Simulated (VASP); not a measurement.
# Si (P1) in VASP: single point with PBE

Aim: the single point of Si with PBE.

Everything below comes from runs of VASP 6.6.1. Logs are shortened: lines on timing, memory, paths and dates and some standing lists are left out, and cuts for length are marked.

**1. The cell of the first run**

The typed cell holds 8 atoms: a = 5.431 Å, b = 5.431 Å, c = 5.431 Å, α = 90.00°, β = 90.00°, γ = 90.00°.

**2. Single point, PBE**

File INCAR:

```
SYSTEM = Si
ALGO = Normal ; EDIFF = 1E-6
ENCUT = 520 ; GGA = PE
ISIF = 2 ; ISMEAR = 0
ISYM = 0 ; LASPH = .True.
LCHARG = .True. ; LELF = .True.
LREAL = .False. ; LVHAR = .True.
LWAVE = .False. ; NBANDS = 26
NELM = 100 ; PREC = Accurate
SIGMA = 0.01
```

File KPOINTS:

```
Automatic mesh
0
Gamma
  1 1 1
  0.5 0.5 0.5
```

File POSCAR:

```
Si
1.0
    5.4310000000      0.0000000000      0.0000000000
    0.0000000000      5.4310000000      0.0000000000
    0.0000000000      0.0000000000      5.4310000000
Si
8
Direct
    0.0088381500      0.0053028900      0.0039771700
    0.2500000000      0.2500000000      0.2500000000
    0.0000000000      0.5000000000      0.5000000000
    0.2500000000      0.7500000000      0.7500000000
    0.5000000000      0.0000000000      0.5000000000
    0.7500000000      0.2500000000      0.7500000000
    0.5000000000      0.5000000000      0.0000000000
    0.7500000000      0.7500000000      0.2500000000
```

Potentials or basis: VASP PAW PBE potentials, release 64 (Si).

Command:

```
cat potpaw_PBE.64/Si/POTCAR > POTCAR
mpirun -np 1 vasp_std > vasp.out
```

OUTCAR:

```text
SYSTEM = Si
   EDIFF = 1E-6
   ENCUT = 520
   GGA = PE
   ISIF = 2
   ISMEAR = 0
   ISYM = 0
   LASPH = .True.
   LREAL = .False.
   NELM = 100
   PREC = Accurate

 ion  position               nearest neighbor table
   1  0.009  0.005  0.004-   2 2.29   4 2.35   6 2.38   8 2.38
   2  0.250  0.250  0.250-   1 2.29   3 2.35   5 2.35   7 2.35
   3  0.000  0.500  0.500-   2 2.35   4 2.35   6 2.35   8 2.35
   4  0.250  0.750  0.750-   3 2.35   5 2.35   7 2.35   1 2.35
   5  0.500  0.000  0.500-   2 2.35   4 2.35   6 2.35   8 2.35
   6  0.750  0.250  0.750-   3 2.35   5 2.35   7 2.35   1 2.38
   7  0.500  0.500  0.000-   2 2.35   4 2.35   6 2.35   8 2.35
   8  0.750  0.750  0.250-   3 2.35   5 2.35   7 2.35   1 2.38

IMPORTANT INFORMATION: All symmetrisations will be switched off!
NOSYMM: (Re-)initialisation of all symmetry stuff for point group C_1.

----------------------------------------------------------------------------------------

                                     Primitive cell

  volume of cell :     160.1915

  direct lattice vectors                    reciprocal lattice vectors
     5.431000000  0.000000000  0.000000000     0.184128153  0.000000000  0.000000000
     0.000000000  5.431000000  0.000000000     0.000000000  0.184128153  0.000000000
     0.000000000  0.000000000  5.431000000     0.000000000  0.000000000  0.184128153

  length of vectors
     5.431000000  5.431000000  5.431000000     0.184128153  0.184128153  0.184128153

  position of ions in fractional coordinates (direct lattice)
     0.008838150  0.005302890  0.003977170
     0.250000000  0.250000000  0.250000000
     0.000000000  0.500000000  0.500000000
     0.250000000  0.750000000  0.750000000
     0.500000000  0.000000000  0.500000000
     0.750000000  0.250000000  0.750000000
     0.500000000  0.500000000  0.000000000
     0.750000000  0.750000000  0.250000000

  ion indices of the primitive-cell ions
   primitive index   ion index
                 1           1
                 2           2
                 3           3
                 4           4
                 5           5
                 6           6
                 7           7
                 8           8

----------------------------------------------------------------------------------------

 KPOINTS: Automatic mesh

Automatic generation of k-mesh.
 Grid dimensions read from file:
[... 44 lines left out ...]
   NSW    =      0    number of steps for IOM
   IBRION =     -1    ionic relax: 0-MD 1-quasi-New 2-CG
   NFREE  =      0    steps in history (QN), initial steepest desc. (CG)
   ISIF   =      2    stress and relaxation
   ISYM   =      0    0-nonsym 1-usesym 2-fastsym
   POTIM  = 0.5000    time-step for ionic-motion
   TEBEG  =    0.0;   TEEND  =   0.0 temperature during run
   PSTRESS=    0.0 pullay stress
   NELECT =      32.0000    total number of electrons
   NUPDOWN=      -1.0000    fix difference up-down
   EMIN   =  10.00;   EMAX   =-10.00  energy-range for DOS
   EFERMI =   0.00;   METHOD = LEGACY
   ISMEAR =     0;   SIGMA  =   0.01  broadening in eV -4-tet -1-fermi 0-gaus
   EFERMI_NEDOS =   21; number of points for ismear=-14 and -15
   IALGO  =     38    algorithm
   IMIX   =      4    mixing-type and parameters
     AMIX     =   0.40;   BMIX     =  1.00
     AMIX_MAG =   1.60;   BMIX_MAG =  1.00
  volume/ion in A,a.u.               =      20.02       135.13
  Fermi-wavevector in a.u.,A,eV,Ry     =   0.956999  1.808467 12.460868  0.915848
  Thomas-Fermi vector in A             =   2.085978
   LORBIT       =      0    0 simple, 1 ext, 2 COOP (PROOUT), +10 PAW based schemes
   GGA     = PE    functional components
   LHFCALC =     F    Hartree Fock is set to
   AEXX    =    0.0000 exact exchange contribution
   IVDW    =     0    specifies the selected vdW correction
   LEPSILON=     F    determine dielectric tensor
   LRPA    =     F    only Hartree local field effects (RPA)
 non-spin polarized calculation
 Gauss-broadening in eV      SIGMA  =   0.01
  energy-cutoff  :      520.00
  volume of cell :      160.19
 maximum number of plane-waves:      4272
 NGX is ok and might be reduce to    40
   NGX = 21   NGY = 21   NGZ = 21

 number of electron      32.0000003 magnetization

 Free energy of the ion-electron system (eV)
  ---------------------------------------------------
  ext. energy  EPLUGINS =         0.00000000
  ---------------------------------------------------
  free energy    TOTEN  =       -33.16489060 eV

  energy without entropy =      -33.16489060  energy(sigma->0) =      -33.16489060

 E-fermi :   5.0543     XC(G=0):  -9.2493

 val. band max:        4.9804248676   @ k =   0.5000   0.5000   0.5000
 cond. band min:       7.5793904062   @ k =   0.5000   0.5000   0.5000
 fundamental gap:      2.5989655387
 Fermi energy:         5.0543149848

 k-point     1 :       0.5000    0.5000    0.5000
  band No.  band energies     occupation
      1      -3.6273      2.00000
      2      -3.5556      2.00000
      3      -3.5417      2.00000
      4      -3.5076      2.00000
      5      -0.9971      2.00000
      6      -0.9298      2.00000
[... 18 lines left out ...]
     25       9.3225      0.00000
     26       9.3473      0.00000

------------------------ aborting loop because EDIFF is reached ----------------------------------------

  FORCE on cell =-STRESS in cart. coord.  units (eV):
  Direction    XX          YY          ZZ          XY          YZ          ZX
  --------------------------------------------------------------------------------------
  -------------------------------------------------------------------------------------
  Total        8.6655607      8.6848787      8.6896511      0.2724189      0.5446014      0.3435101
  in kB       86.6698099     86.8630217     86.9107531      2.7246357      5.4469068      3.4356644
  external PRESSURE =      86.8145283 kB  Pullay stress =       0.0000000 kB

 VOLUME and BASIS-vectors are now :
 -----------------------------------------------------------------------------
  energy-cutoff  :      520.00
  volume of cell :      160.19
      direct lattice vectors                 reciprocal lattice vectors
     5.431000000  0.000000000  0.000000000     0.184128153  0.000000000  0.000000000
     0.000000000  5.431000000  0.000000000     0.000000000  0.184128153  0.000000000
     0.000000000  0.000000000  5.431000000     0.000000000  0.000000000  0.184128153

 POSITION                                       TOTAL-FORCE (eV/Angst)
 -----------------------------------------------------------------------------------
      0.04800      0.02880      0.02160        -0.715988     -0.451495     -0.357756
      1.35775      1.35775      1.35775         0.312085      0.263027      0.244831
      0.00000      2.71550      2.71550        -0.168941      0.011842      0.008009
      1.35775      4.07325      4.07325         0.125658      0.086203      0.066846
      2.71550      0.00000      2.71550         0.021228     -0.101274      0.007953
      4.07325      1.35775      4.07325         0.193393      0.021857      0.120721
      2.71550      2.71550      0.00000         0.021198      0.011747     -0.075815
      4.07325      4.07325      1.35775         0.211367      0.158092     -0.014788
 -----------------------------------------------------------------------------------
    total drift:                               -0.000041      0.000005      0.000015

  FREE ENERGIE OF THE ION-ELECTRON SYSTEM (eV)
  ---------------------------------------------------
  free  energy   TOTEN  =       -33.1648906049 eV

  energy  without entropy=      -33.1648906049  energy(sigma->0) =      -33.16489060
```

OSZICAR:

```text
N       E                     dE             d eps       ncg     rms          rms(c)
DAV:   1     0.732232630571E+02    0.73223E+02   -0.11633E+04    52   0.993E+02
DAV:   2    -0.290019945452E+02   -0.10223E+03   -0.84875E+02    72   0.145E+02
DAV:   3    -0.344736969962E+02   -0.54717E+01   -0.53681E+01    68   0.307E+01
DAV:   4    -0.345956486617E+02   -0.12195E+00   -0.12193E+00    54   0.543E+00
DAV:   5    -0.346016044375E+02   -0.59558E-02   -0.59549E-02    80   0.947E-01    0.112E+01
DAV:   6    -0.335922036745E+02    0.10094E+01   -0.47444E-01    54   0.264E+00    0.700E+00
DAV:   7    -0.331467629253E+02    0.44544E+00   -0.10491E+00    52   0.411E+00    0.608E-01
DAV:   8    -0.331611162511E+02   -0.14353E-01   -0.47238E-02    56   0.955E-01    0.156E-01
DAV:   9    -0.331642420778E+02   -0.31258E-02   -0.35875E-03    70   0.276E-01    0.120E-01
DAV:  10    -0.331647606266E+02   -0.51855E-03   -0.37552E-04    62   0.859E-02    0.660E-02
DAV:  11    -0.331648864746E+02   -0.12585E-03   -0.14766E-04    72   0.546E-02    0.154E-02
DAV:  12    -0.331648897223E+02   -0.32477E-05   -0.63349E-06    62   0.116E-02    0.935E-03
DAV:  13    -0.331648908516E+02   -0.11294E-05   -0.11825E-06    64   0.531E-03    0.164E-03
DAV:  14    -0.331648906049E+02    0.24670E-06   -0.65611E-08    38   0.120E-03
   1 F= -.33164891E+02 E0= -.33164891E+02  d E =-.109657E-25
```

stdout:

```text
POSCAR found type information on POSCAR Si
 POSCAR found :  1 types and       8 ions
 scaLAPACK will be used
 LDA part: xc-table for (Slater+PW92), standard interpolation
 POSCAR, INCAR and KPOINTS ok, starting setup
 FFT: planning ... GRIDC
 FFT: planning ... GRID_SOFT
 FFT: planning ... GRID
 WAVECAR not read
 entering main loop
```

Wall time 6.2 s (1 thread of Intel Xeon 6975P-C (Granite Rapids), shared host); peak memory 0.21 GiB.

Results:

* Free energy: -33.1649 eV
* Pressure: 8.7 GPa
* Largest force: 0.919 eV/Å
* Band gap on the k mesh: 2.60 eV

Forces on the atoms (eV/Å):
```
Si  -0.716 -0.451 -0.358
Si   0.312  0.263  0.245
Si  -0.169  0.012  0.008
Si   0.126  0.086  0.067
Si   0.021 -0.101  0.008
Si   0.193  0.022  0.121
Si   0.021  0.012 -0.076
Si   0.211  0.158 -0.015
```

Levels at points of the mesh, in eV from the valence-band top:
```
           k point  band 12  band 13  band 14  band 15  band 16  band 17  band 18  band 19  band 20  band 21
(0.50, 0.50, 0.50)    -0.11    -0.10    -0.09    -0.04     0.00     2.60     2.60     2.61     2.63     4.24
```

Caveat: the k points lie up to 1.16 Å⁻¹ apart. A k mesh can miss the band edges.
